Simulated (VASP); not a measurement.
# Si62Ge (a cell with a defect): single point with PBE

The system is Si62Ge (a cell with a defect).

```
Si Ge
1.0
    10.86000    0.00000    0.00000
     0.00000   10.86000    0.00000
     0.00000    0.00000   10.86000
Si Ge
62 1
Cartesian
  5.4369 -0.0058 0.0078
  6.7705 1.3745 1.3433
  8.1508 2.7081 0.0078
  9.5059 4.0669 1.3631
  8.1295 0.0155 2.7188
  9.4980 1.3549 4.0751
  0.0066 0.0090 -0.0092
  1.3847 1.3707 1.3771
  2.7371 2.7320 0.0221
  5.4130 5.4079 0.0221
  6.7743 6.7603 1.3771
  8.1360 8.1384 -0.0092
  9.5053 9.4997 1.3679
  2.7228 -0.0058 2.7219
  4.0583 1.3745 4.0555
  6.7705 4.0867 4.0555
  8.1508 5.4222 2.7219
  9.5034 6.7854 4.0739
  5.4338 0.0155 5.4145
  6.7901 1.3549 6.7830
  8.1295 2.7112 5.4145
  9.5053 4.0621 6.7903
  8.1460 -0.0010 8.1410
  9.5034 1.3561 9.5046
  -0.0041 5.4252 0.0048
  1.3823 6.7627 1.3440
  2.7198 8.1491 0.0048
  4.0781 9.4991 1.3631
  0.0012 2.7101 2.7199
  1.3847 4.0529 4.0593
  2.7371 5.4079 2.6980
  4.0921 6.7603 4.0593
  5.4349 8.1438 2.7199
  6.7901 9.5070 4.0751
  -0.0040 -0.0010 5.4310
  1.3596 1.3561 6.7884
  2.7228 2.7081 5.4358
  4.0781 4.0669 6.7909
  5.4369 5.4222 5.4358
  6.7889 6.7854 6.7884
  8.1460 8.1490 5.4310
  9.5066 9.4984 6.7916
  2.7058 0.0090 8.1516
  4.0921 1.3707 9.5297
  5.4349 2.7101 8.1462
  6.7743 4.0529 9.5297
  8.1360 5.4392 8.1516
  9.5019 6.7828 9.5072
  0.0108 8.1342 2.7266
  1.3596 9.5016 4.0739
  0.0066 5.4392 5.4210
  1.3622 6.7828 6.7869
  2.7058 8.1384 5.4210
  4.0829 9.4997 6.7903
  0.0108 2.7034 8.1558
  1.3823 4.0860 9.5273
  2.7198 5.4252 8.1409
  4.0590 6.7627 9.5273
  5.4416 8.1342 8.1558
  6.7889 9.5016 9.5046
  0.0018 8.1432 8.1468
  1.3622 9.5031 9.5072
  5.2543 2.8907 2.5393
```

```
Program             : VASP 6.6.1
Task                : single point
Functional          : PBE
Potentials or basis : VASP PAW PBE potentials, release 64 (Si, Ge_d)
Cutoff              : 410 eV
k mesh              : 1 × 1 × 1
Occupations         : gaussian, width 0.05 eV
Spin                : collinear spin, ferromagnetic start
```

| Quantity | Value |
| --- | --- |
| Largest force | 0.022 eV/Å |
| Net moment | 0.99 μB per cell |
| Site moments | Si -0.00, +0.02, +0.01, +0.00, +0.03; Ge +0.14 μB |
| Valence electrons inside the program's atomic spheres | Si 1.70, 1.68, 1.69, 1.63; Ge 12.31 |

Forces on the atoms (eV/Å):
```
Si  -0.002 -0.002 -0.003
Si   0.006 -0.006  0.005
Si   0.002  0.002 -0.003
Si   0.000  0.002 -0.002
Si   0.002 -0.002 -0.008
Si  -0.002 -0.002  0.002
Si   0.000  0.001 -0.007
Si   0.005  0.002  0.004
Si  -0.016 -0.003 -0.016
Si   0.003  0.016 -0.016
Si  -0.002 -0.005  0.004
Si  -0.001  0.000 -0.007
Si   0.001 -0.001  0.008
Si  -0.003 -0.002 -0.002
Si   0.005 -0.006  0.006
Si   0.006 -0.005  0.006
Si   0.002  0.003 -0.002
Si   0.003 -0.003  0.002
Si  -0.008 -0.002  0.002
Si   0.002 -0.002 -0.002
Si   0.002  0.008  0.002
Si   0.001 -0.008  0.001
Si  -0.002  0.002 -0.002
Si   0.003 -0.002  0.003
Si  -0.003  0.002 -0.002
Si   0.003 -0.003  0.000
Si  -0.002  0.003 -0.002
Si  -0.002  0.000 -0.002
Si  -0.002 -0.001  0.001
Si   0.005 -0.004 -0.002
Si  -0.016  0.016  0.003
Si   0.004 -0.005 -0.002
Si   0.001  0.002  0.001
Si   0.002  0.002  0.002
Si  -0.002  0.002 -0.002
Si   0.003 -0.002  0.003
Si  -0.003  0.002  0.002
Si  -0.002  0.002  0.000
Si  -0.002  0.003  0.002
Si   0.002 -0.003  0.003
Si  -0.002  0.002 -0.002
Si   0.004 -0.004  0.004
Si  -0.007  0.001  0.000
Si   0.004  0.002  0.005
Si   0.001 -0.001 -0.002
Si  -0.002 -0.004  0.005
Si  -0.001  0.007  0.000
Si   0.000 -0.004  0.004
Si  -0.001  0.001 -0.005
Si   0.003 -0.003  0.002
Si   0.000  0.007 -0.001
Si   0.004 -0.004  0.000
Si  -0.007  0.000 -0.001
Si   0.008 -0.001  0.001
Si  -0.001  0.005 -0.001
Si   0.003  0.000  0.003
Si  -0.002  0.002 -0.003
Si   0.000 -0.003  0.003
Si  -0.005  0.001 -0.001
Si   0.002 -0.003  0.003
Si   0.000  0.000  0.000
Si   0.004  0.000  0.004
Ge  -0.001  0.001 -0.001
```

Levels at points of the mesh, in eV from the Fermi level:
Spin up:
```
           k point  band 128  band 129  band 130  band 131  band 132  band 133  band 134  band 135
(0.00, 0.00, 0.00)     -0.83     -0.82     -0.82     -0.06      0.07      0.07      0.26      0.26
```
Spin down:
| k point | band 128 | band 129 | band 130 | band 131 | band 132 | band 133 |
| --- | --- | --- | --- | --- | --- | --- |
| (0.00, 0.00, 0.00) | -0.80 | -0.80 | -0.78 | 0.10 | 0.12 | 0.12 |

It took 8.1 min on 1 thread of Intel(R) Xeon(R) Platinum 8259CL CPU @ 2.50GHz (Skylake/Cascade Lake), with other jobs on the host, peak memory 1.1 GiB.

Caveat: the k points lie up to 0.58 Å⁻¹ apart; the cell carries a net charge on a neutralising background, which shifts energy and pressure; the cell is charged against a uniform background, so pressure and absolute levels hang on convention.
